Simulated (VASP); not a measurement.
# BN (Pm) in VASP: further runs

BN is run at these levels: PBE+D3(BJ); tasks: single point.

All numbers are computed with VASP 6.6.1; they aren't measurements. Logs are shortened: lines on timing, memory, paths and dates and some standing lists are left out, and cuts for length are marked.

### 1 The cell of the first run

Symmetry: Pm, No. 6, monoclinic system. The conventional cell has a = 2.506 Å, b = 6.592 Å, c = 2.506 Å, α = 90.00°, β = 120.00°, γ = 90.00°. Within 1.9 Å of B (site symmetry m) lie 3 N at 1.41 to 1.47 Å. Within 1.9 Å of B (site symmetry m) lie 3 N at 1.43 to 1.45 Å. N (site symmetry m) has 3 B at 1.43 to 1.45 Å within 1.9 Å. Within 1.9 Å of N (site symmetry m) lie 3 B at 1.41 to 1.47 Å.

### 2 Single point, PBE+D3(BJ) (atoms displaced along a vibrational mode)

File INCAR:

```
PREC     = Accurate       # precision mode
ENCUT    = 520            # plane-wave cutoff, eV
EDIFF    = 1E-6           # SCF threshold, eV
ISMEAR   = 1              # smearing method
SIGMA    = 0.05           # smearing width, eV
LREAL    = False          # projectors in reciprocal space
LASPH    = True           # aspherical terms in the spheres
NELM     = 100            # most SCF steps
ALGO     = Normal         # electronic algorithm
ISIF     = 2              # what is computed and relaxed
LWAVE    = False          # write WAVECAR
LCHARG   = True           # write CHGCAR
GGA      = PE             # functional
IVDW     = 12             # dispersion correction
LELF     = True           # ELF
LVHAR    = True         
NBANDS   = 16             # bands
```

File KPOINTS:

```
Automatic mesh
0
Gamma
  12 12 4
```

File POSCAR:

```
BN
1.0
    2.5061127838      0.0000000000      0.0000000000
   -1.2530563919      2.1703573356      0.0000000000
    0.0000000000      0.0000000000      6.5923998870
B N
2 2
Direct
   -0.1201449605     -0.0098140521      0.5000000000
    0.4470392108      0.6632029384      0.0000000000
    0.1162179084      0.0026729601      0.0000000000
    0.5554181656      0.3409075929      0.5000000000
```

Potentials or basis: VASP PAW PBE potentials, release 64 (B, N).

Started as:

```console
> cat potpaw_PBE.64/B/POTCAR potpaw_PBE.64/N/POTCAR > POTCAR
> mpirun -np 1 vasp_std > vasp.out
```

OUTCAR:

```text
PREC = Accurate
   ENCUT = 520
   EDIFF = 1E-6
   ISMEAR = 1
   LREAL = False
   LASPH = True
   NELM = 100
   ISIF = 2
   GGA = PE
   IVDW = 12
 IVDW          = 12

 ion  position               nearest neighbor table
   1  0.880  0.990  0.500-   4 1.41   4 1.47   4 1.47
   2  0.447  0.663  0.000-   3 1.43   3 1.45   3 1.45
   3  0.116  0.003  0.000-   2 1.43   2 1.45   2 1.45
   4  0.555  0.341  0.500-   1 1.41   1 1.47   1 1.47

  LATTYP: Found a hexagonal cell.
 ALAT       =     2.5061127838
 C/A-ratio  =     2.6305280152

  Lattice vectors:

 A1 = (   2.5061127838,   0.0000000000,   0.0000000000)
 A2 = (  -1.2530563919,   2.1703573356,   0.0000000000)
 A3 = (   0.0000000000,   0.0000000000,   6.5923998870)

Analysis of symmetry for initial positions (statically):
=====================================================================
 Subroutine PRICEL returns:
 Original cell was already a primitive cell.

 Routine SETGRP: Setting up the symmetry group for a
 hexagonal supercell.

 Subroutine GETGRP returns: Found  2 space group operations
 (whereof  2 operations were pure point group operations)
 out of a pool of 24 trial point group operations.

The static configuration has the point symmetry C_1h.

Analysis of symmetry for dynamics (positions and initial velocities):
=====================================================================
 Subroutine PRICEL returns:
 Original cell was already a primitive cell.

 Routine SETGRP: Setting up the symmetry group for a
 hexagonal supercell.

 Subroutine GETGRP returns: Found  2 space group operations
 (whereof  2 operations were pure point group operations)
 out of a pool of 24 trial point group operations.

The dynamic configuration has the point symmetry C_1h.

 Subroutine INISYM returns: Found  2 space group operations
 (whereof  2 operations are pure point group operations),
 and found     1 'primitive' translations

----------------------------------------------------------------------------------------

                                     Primitive cell

  volume of cell :      35.8571

  direct lattice vectors                    reciprocal lattice vectors
     2.506112784  0.000000000  0.000000000     0.399024340  0.230376810  0.000000000
    -1.253056392  2.170357336  0.000000000     0.000000000  0.460753620  0.000000000
     0.000000000  0.000000000  6.592399887     0.000000000  0.000000000  0.151689827

  length of vectors
     2.506112784  2.506112784  6.592399887     0.460753620  0.460753620  0.151689827

  position of ions in fractional coordinates (direct lattice)
     0.879855040  0.990185948  0.500000000
     0.447039211  0.663202938  0.000000000
     0.116217908  0.002672960  0.000000000
     0.555418166  0.340907593  0.500000000

  ion indices of the primitive-cell ions
   primitive index   ion index
                 1           1
                 2           2
                 3           3
                 4           4

----------------------------------------------------------------------------------------

 KPOINTS: Automatic mesh

Automatic generation of k-mesh.
 Grid dimensions read from file:
 generate k-points for:   12   12    4

 Generating k-lattice:

  Cartesian coordinates                     Fractional coordinates (reciprocal lattice)
     0.033252028  0.019198068  0.000000000     0.083333333  0.000000000  0.000000000
     0.000000000  0.038396135  0.000000000     0.000000000  0.083333333  0.000000000
     0.000000000  0.000000000  0.037922457     0.000000000  0.000000000  0.250000000

  Length of vectors
     0.038396135  0.038396135  0.037922457

  Shift w.r.t. Gamma in fractional coordinates (k-lattice)
     0.000000000  0.000000000  0.000000000

 Subroutine IBZKPT returns following result:
 ===========================================

 Found    222 irreducible k-points:

 Following reciprocal coordinates:
            Coordinates               Weight
  0.000000  0.000000  0.000000      1.000000
  0.083333 -0.000000  0.000000      2.000000
  0.000000  0.083333  0.000000      2.000000
 -0.083333  0.083333  0.000000      2.000000
  0.166667 -0.000000  0.000000      2.000000
  0.000000  0.166667  0.000000      2.000000
[... 16 lines left out ...]
  0.166667  0.083333  0.000000      2.000000
 -0.083333  0.250000  0.000000      2.000000
 [... further k-points ...]
   k-points           NKPTS =    222   k-points in BZ     NKDIM =    222   number of bands    NBANDS=     16
   number of dos      NEDOS =    301   number of ions     NIONS =      4
   total plane-waves  NPLWV =  20000
   dimension x,y,z NGX =    20 NGY =   20 NGZ =   50
   dimension x,y,z NGXF=    40 NGYF=   40 NGZF=  100
   ions per type =               2   2
   NGX,Y,Z   is equivalent  to a cutoff of  13.27, 13.27, 12.61 a.u.
   NGXF,Y,Z  is equivalent  to a cutoff of  26.53, 26.53, 25.22 a.u.
 SYSTEM =  unknown system
   PREC   = accura    normal or accurate (medium, high low for compatibility)
   ISTART =      0    job   : 0-new  1-cont  2-samecut
   ICHARG =      2    charge: 1-file 2-atom 10-const
   ISPIN  =      1    spin polarized calculation?
   LNONCOLLINEAR =      F non collinear calculations
   LSORBIT =      F    spin-orbit coupling
   LASPH  =      T    aspherical Exc in radial PAW
   ENCUT  =  520.0 eV  38.22 Ry    6.18 a.u.   4.66  4.66 12.26*2*pi/ulx,y,z
   NELM   =    100;   NELMIN=  2; NELMDL= -5     # of ELM steps
   EDIFF  = 0.1E-05   stopping-criterion for ELM
   LREAL  =      F    real-space projection
   EDIFFG = 0.1E-04   stopping-criterion for IOM
   NSW    =      0    number of steps for IOM
   IBRION =     -1    ionic relax: 0-MD 1-quasi-New 2-CG
   NFREE  =      0    steps in history (QN), initial steepest desc. (CG)
   ISIF   =      2    stress and relaxation
   ISYM   =      2    0-nonsym 1-usesym 2-fastsym
   POTIM  = 0.5000    time-step for ionic-motion
   TEBEG  =    0.0;   TEEND  =   0.0 temperature during run
   PSTRESS=    0.0 pullay stress
   NELECT =      16.0000    total number of electrons
   NUPDOWN=      -1.0000    fix difference up-down
   EMIN   =  10.00;   EMAX   =-10.00  energy-range for DOS
   EFERMI =   0.00;   METHOD = LEGACY
   ISMEAR =     1;   SIGMA  =   0.05  broadening in eV -4-tet -1-fermi 0-gaus
   EFERMI_NEDOS =   21; number of points for ismear=-14 and -15
   IALGO  =     38    algorithm
   IMIX   =      4    mixing-type and parameters
     AMIX     =   0.40;   BMIX     =  1.00
     AMIX_MAG =   1.60;   BMIX_MAG =  1.00
  volume/ion in A,a.u.               =       8.96        60.49
  Fermi-wavevector in a.u.,A,eV,Ry     =   1.250997  2.364042 21.293038  1.564994
  Thomas-Fermi vector in A             =   2.384965
   LORBIT       =      0    0 simple, 1 ext, 2 COOP (PROOUT), +10 PAW based schemes
   GGA     = PE    functional components
   LHFCALC =     F    Hartree Fock is set to
   AEXX    =    0.0000 exact exchange contribution
   IVDW    =    12    specifies the selected vdW correction
   LEPSILON=     F    determine dielectric tensor
   LRPA    =     F    only Hartree local field effects (RPA)
 non-spin polarized calculation
 Methfessel and Paxton  Order N= 1 SIGMA  =   0.05
  energy-cutoff  :      520.00
  volume of cell :       35.86
 maximum number of plane-waves:       985
   NGX =  9   NGY =  9   NGZ = 25

 number of electron      15.9999997 magnetization

 Free energy of the ion-electron system (eV)
  ---------------------------------------------------
  ext. energy  EPLUGINS =         0.00000000
  ---------------------------------------------------
  free energy    TOTEN  =       -35.10245810 eV

  energy without entropy =      -35.10251006  energy(sigma->0) =      -35.10247542

 E-fermi :   2.5292     XC(G=0): -10.1190

 val. band max:        2.5016737902   @ k =   0.3333   0.3333   0.0000
 cond. band min:       6.1849750685   @ k =   0.5000   0.5000   0.0000
 fundamental gap:      3.6833012784
 Fermi energy:         2.5292430460

 k-point     1 :       0.0000    0.0000    0.0000
  band No.  band energies     occupation
      1     -15.4753      2.00000
      2     -15.1625      2.00000
      3      -3.9107      2.00000
      4      -1.7226      2.00000
      5       0.5963      2.00000
      6       0.8251      2.00000
[... 8 lines left out ...]
     15      14.7748      0.00000
     16      15.5047      0.00000

 k-point     2 :       0.0833   -0.0000    0.0000
  band No.  band energies     occupation
      1     -15.3389      2.00000
      2     -15.0310      2.00000
      3      -3.7240      2.00000
      4      -1.5579      2.00000
      5       0.2555      2.00000
      6       0.4064      2.00000
[... 8 lines left out ...]
     15      15.0065      0.00000
     16      15.1892      0.00000

 k-point     3 :       0.0000    0.0833    0.0000
  band No.  band energies     occupation
      1     -15.3404      2.00000
      2     -15.0327      2.00000
      3      -3.7224      2.00000
      4      -1.5550      2.00000
      5       0.0806      2.00000
      6       0.2830      2.00000
[... 8 lines left out ...]
     15      14.9977      0.00000
     16      15.2970      0.00000

 k-point     4 :      -0.0833    0.0833    0.0000
  band No.  band energies     occupation
      1     -15.3390      2.00000
      2     -15.0308      2.00000
      3      -3.7246      2.00000
      4      -1.5570      2.00000
      5       0.2502      2.00000
      6       0.4296      2.00000
[... 8 lines left out ...]
     15      15.0789      0.00000
     16      15.2373      0.00000

 k-point     5 :       0.1667   -0.0000    0.0000
  band No.  band energies     occupation
      1     -14.9374      2.00000
      2     -14.6440      2.00000
      3      -3.1705      2.00000
      4      -1.0753      2.00000
      5      -0.9702      2.00000
      6      -0.9003      2.00000
[... 8 lines left out ...]
     15      16.1972      0.00000
     16      16.5536      0.00000

 k-point     6 :       0.0000    0.1667    0.0000
  band No.  band energies     occupation
      1     -14.9433      2.00000
      2     -14.6509      2.00000
      3      -3.1639      2.00000
      4      -1.2433      2.00000
      5      -1.0894      2.00000
      6      -1.0625      2.00000
[... 8 lines left out ...]
     15      15.9115      0.00000
     16      16.4166      0.00000
[... 267 lines left out ...]
 k-point    21 :      -0.0833    0.1667    0.0000
  band No.  band energies     occupation
      1     -15.0729      2.00000
      2     -14.7745      2.00000
      3      -3.3520      2.00000
      4      -1.2259      2.00000
      5      -0.7004      2.00000
      6      -0.5590      2.00000
[... 8 lines left out ...]
     15      15.2615      0.00000
     16      16.4332      0.00000

 k-point    22 :      -0.1667    0.0833    0.0000
  band No.  band energies     occupation
      1     -15.0687      2.00000
      2     -14.7695      2.00000
      3      -3.3566      2.00000
      4      -1.2347      2.00000
      5      -0.3997      2.00000
      6      -0.2974      2.00000
[... 8 lines left out ...]
     15      15.9623      0.00000
     16      16.4731      0.00000

 k-point    23 :       0.1667    0.0833    0.0000
  band No.  band energies     occupation
      1     -14.5517      2.00000
      2     -14.2748      2.00000
      3      -2.6215      2.00000
      4      -2.0178      2.00000
      5      -1.9630      2.00000
      6      -0.6038      2.00000
[... 8 lines left out ...]
     15      16.6769      0.00000
     16      17.9257      0.00000

 k-point    24 :      -0.0833    0.2500    0.0000
  band No.  band energies     occupation
      1     -14.5568      2.00000
      2     -14.2791      2.00000
      3      -2.6195      2.00000
      4      -2.1683      2.00000
      5      -2.0492      2.00000
      6      -0.5872      2.00000
[... 8 lines left out ...]
     15      16.5726      0.00000
     16      17.6622      0.00000

 [... further k-points ...]

------------------------ aborting loop because EDIFF is reached ----------------------------------------

 Edisp (eV)   -0.56887

 E8    (eV) :    -0.1668

  FORCE on cell =-STRESS in cart. coord.  units (eV):
  Direction    XX          YY          ZZ          XY          YZ          ZX
  --------------------------------------------------------------------------------------
  -------------------------------------------------------------------------------------
  Total      -0.57621     0.79533     0.10835     0.08595     0.00000     0.00000
  in kB     -25.74633    35.53696     4.84126     3.84054     0.00000     0.00000
  external pressure =        4.88 kB  Pullay stress =        0.00 kB

 VOLUME and BASIS-vectors are now :
 -----------------------------------------------------------------------------
  energy-cutoff  :      520.00
  volume of cell :       35.86
      direct lattice vectors                 reciprocal lattice vectors
     2.506112784  0.000000000  0.000000000     0.399024340  0.230376810  0.000000000
    -1.253056392  2.170357336  0.000000000     0.000000000  0.460753620  0.000000000
     0.000000000  0.000000000  6.592399887     0.000000000  0.000000000  0.151689827

 POSITION                                       TOTAL-FORCE (eV/Angst)
 -----------------------------------------------------------------------------------
      0.96426      2.14906      3.29620         0.027313      1.628536      0.000000
      0.28930      1.43939      0.00000        -0.034017      0.561755      0.000000
      0.28791      0.00580      0.00000        -0.004668     -0.596814      0.000000
      0.96476      0.73989      3.29620         0.011371     -1.593477      0.000000
 -----------------------------------------------------------------------------------
    total drift:                               -0.000061     -0.000280     -0.000000

  FREE ENERGIE OF THE ION-ELECTRON SYSTEM (eV)
  ---------------------------------------------------
  free  energy   TOTEN  =       -35.6713236855 eV

  energy  without entropy=      -35.6713756418  energy(sigma->0) =      -35.67134100
```

It took 54 s on 1 thread of Intel Xeon 6975P-C (Granite Rapids), shared host; peak memory 0.24 GiB.

Results:

- Free energy: -35.6713 eV
- Pressure: 0.5 GPa
- Largest force: 1.629 eV/Å
- Band gap on the k mesh: 3.68 eV (least direct gap 4.03 eV)
- Dispersion energy per atom: -0.142 eV

Forces on the atoms (eV/Å):
```
B    0.027  1.629  0.000
B   -0.034  0.562  0.000
N   -0.005 -0.597  0.000
N    0.011 -1.593  0.000
```

Stress tensor (GPa, compression positive):
```
-2.57  0.38  0.00
 0.38  3.55  0.00
 0.00  0.00  0.48
```

Caveat: the cell differs from its parent crystal (atoms displaced along a vibrational mode); forces of over 1 eV/Å act on the atoms, so gaps and moduli don't describe the material at rest. A k mesh can miss the band edges.

### 3 Single point, PBE+D3(BJ) (atoms displaced along a vibrational mode)

File INCAR:

```
PREC = Accurate
ENCUT = 520
EDIFF = 1E-6
ISMEAR = 1
SIGMA = 0.05
LREAL = F
LASPH = T
NELM = 100
ALGO = Normal
ISIF = 2
LWAVE = F
LCHARG = T
GGA = PE
IVDW = 12
LELF = T
LVHAR = T
NBANDS = 16
```

KPOINTS is that of step 2.

File POSCAR:

```
BN
1.0
    2.5061127838      0.0000000000      0.0000000000
   -1.2530563919      2.1703573356      0.0000000000
    0.0000000000      0.0000000000      6.5923998870
B N
2 2
Direct
   -0.1103309084      0.0098140521      0.5000000000
    0.4505029391      0.6701303949      0.0000000000
    0.1135449483     -0.0026729601      0.0000000000
    0.5478439060      0.3257590738      0.5000000000
```

Potentials or basis: VASP PAW PBE potentials, release 64 (B, N).

Started as:

```console
> cat potpaw_PBE.64/B/POTCAR potpaw_PBE.64/N/POTCAR > POTCAR
> mpirun -np 1 vasp_std > vasp.out
```

It took 67 s on 1 thread of Intel Xeon 6975P-C (Granite Rapids), shared host; peak memory 0.24 GiB.

It converged, with:

| Item | Value |
| --- | --- |
| Free energy | -35.6722 eV |
| Pressure | 0.5 GPa |
| Largest force | 1.505 eV/Å |
| Band gap on the k mesh | 3.50 eV (least direct gap 3.85 eV) |
| Dispersion energy per atom | -0.142 eV |

Forces in eV/Å, atoms in the order of the input:
```
B    0.024 -1.469  0.000
B   -0.036 -0.534  0.000
N   -0.008  0.499  0.000
N    0.019  1.504  0.000
```

Stress tensor (GPa, compression positive):
```
 3.05  0.40  0.00
 0.40 -2.18  0.00
 0.00  0.00  0.55
```

Levels at points of the mesh, in eV from the valence-band top:
| k point | band 5 | band 6 | band 7 | band 8 | band 9 | band 10 | band 11 | band 12 |
| --- | --- | --- | --- | --- | --- | --- | --- | --- |
| (0.00, 0.00, 0.00) | -1.93 | -1.69 | -1.38 | -1.05 | 5.09 | 10.11 | 10.80 | 11.16 |
| (0.50, 0.00, 0.00) | -4.28 | -4.15 | -1.28 | -0.99 | 4.40 | 5.01 | 9.27 | 9.74 |
| (0.00, 0.50, 0.00) | -4.52 | -4.41 | -1.58 | -0.91 | 4.32 | 5.66 | 9.28 | 9.65 |
| (0.50, 0.50, 0.00) | -4.30 | -4.14 | -1.66 | -0.42 | 3.50 | 5.83 | 9.29 | 9.76 |
| (0.00, 0.00, 0.50) | -1.92 | -1.69 | -1.38 | -1.05 | 7.46 | 7.48 | 10.82 | 11.16 |
| (0.50, 0.00, 0.50) | -4.28 | -4.15 | -1.09 | -1.01 | 4.40 | 4.41 | 9.62 | 9.79 |
| (0.00, 0.50, 0.50) | -4.52 | -4.41 | -1.22 | -1.18 | 4.61 | 4.79 | 9.61 | 9.72 |
| (0.50, 0.50, 0.50) | -4.29 | -4.15 | -1.11 | -1.02 | 4.39 | 4.48 | 9.68 | 9.70 |

Caveat: the cell differs from its parent crystal (atoms displaced along a vibrational mode); forces of over 1 eV/Å act on the atoms, so gaps and moduli don't describe the material at rest.
